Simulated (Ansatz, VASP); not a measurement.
One calculation of Pb, two programs

Contents of POSCAR:

```
Pb
1.0
    0.0000000000      2.4946408835      2.4946408835
    2.4946408835      0.0000000000      2.4946408835
    2.4946408835      2.4946408835      0.0000000000
Pb
1
Direct
    0.0000000000      0.0000000000      0.0000000000
```

Contents of INCAR.step1:

```
SYSTEM = Pb
PREC = Accurate
ENCUT = 520
ISMEAR = 1
SIGMA = 1.0
LREAL = .False.
LASPH = .True.
NELM = 80
NBANDS = 13
GGA = PE
ALGO = Normal
EDIFF = 1E-4
LWAVE = .True.
LCHARG = .False.
```

File INCAR.step2:

```
SYSTEM = Pb
PREC = Accurate
ENCUT = 520
EDIFF = 1E-6
ISMEAR = 1
SIGMA = 1.0
LREAL = .False.
LASPH = .True.
NELM = 80
ALGO = Normal
ISIF = 2
LWAVE = .False.
LCHARG = .False.
METAGGA = R2SCAN
LMIXTAU = .True.
NBANDS = 13
ISTART = 1
```

The input KPOINTS:

```
regular mesh
0
Gamma
  11 11 11
  0 0 0
```

Input for Ansatz:

```yaml
crystal:
  lattice:
    - [0.0, 2.4946408835, 2.4946408835]
    - [2.4946408835, 0.0, 2.4946408835]
    - [2.4946408835, 2.4946408835, 0.0]
  atoms:
    - { symbol: Pb, position: [0.0, 0.0, 0.0] }
hamiltonian:
  xc: r2scan
  pseudopotentials:
    kind: paw
    azcp:
      Pb: "pseudopotentials/Pb.paw.azcp"
basis:
  ecutwfc: 500
  fft_grid_basis: typed
kpoints:
  mp_grid: { grid: [11, 11, 11], shift: [0, 0, 0] }
magnetization:
  spin_polarized: false
scf:
  occupations: { method: methfessel_paxton, width: 1.0 }
  lower_state_search: "off"
output:
  stress: true
```

Alike in both runs: task single point; functional r2SCAN; k mesh 11 × 11 × 11; occupations methfessel-paxton of order 1, width 1 eV; no spin polarisation.

|  | VASP | Ansatz |
| --- | --- | --- |
| version | VASP 6.6.1 | Ansatz 0.2.0 |
| potentials or method | VASP PAW PBE potentials, release 64 (Pb_d), cutoff 520 eV | plane waves (500 eV) with PAW, scalar-relativistic |
| valence electrons in the cell | 14 | 14 |

```tsv
	VASP	Ansatz	Ansatz less VASP
pressure (GPa)	0.1	0.1	+0.01
```

VASP's potentials were made for PBE, not for r2SCAN. With one functional, cell and mesh, what is left measures potentials, basis and numerics.

Spin-orbit coupling is off throughout.
